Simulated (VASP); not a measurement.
A run of VASP 6.6.1 is set up as follows.

Contents of INCAR:

```
PREC = Accurate ; ENCUT = 520
EDIFF = 1E-6 ; ISMEAR = 0
SIGMA = 0.05 ; LREAL = False
LASPH = True ; NELM = 60
ALGO = Normal ; ISIF = 2
LWAVE = False ; LCHARG = True
LELF = True ; LVHAR = True
NBANDS = 14
```

KPOINTS

```
regular mesh
0
Gamma
  18 18 10
```

Contents of POSCAR:

```
Re
1.0
    2.7370273395      0.0000000000      0.0000000000
   -1.3685136697      2.3703352068      0.0000000000
    0.0000000000      0.0000000000      4.4173455146
Re
2
Direct
    0.3333333333      0.6666666667      0.7500000000
    0.6666666667      0.3333333333      0.2500000000
```

Potentials or basis: VASP PAW LDA potentials, release 64 (Re).

Launch:

```console
$ cat potpaw_LDA.64/Re/POTCAR > POTCAR
$ mpirun -np 1 vasp_std > vasp.out
```

Task: Estimate the band gap on the k mesh.

Result: Zero (bands 7 and 8 overlap by 3.46 eV).

Task: Predict the pressure.

Result: 1.6 GPa.

Stress tensor (GPa, compression positive):
```
1.63 0.00 0.00
0.00 1.63 0.00
0.00 0.00 1.43
```

Caveat: spin-orbit coupling is left out, which moves the levels of the heavy elements.
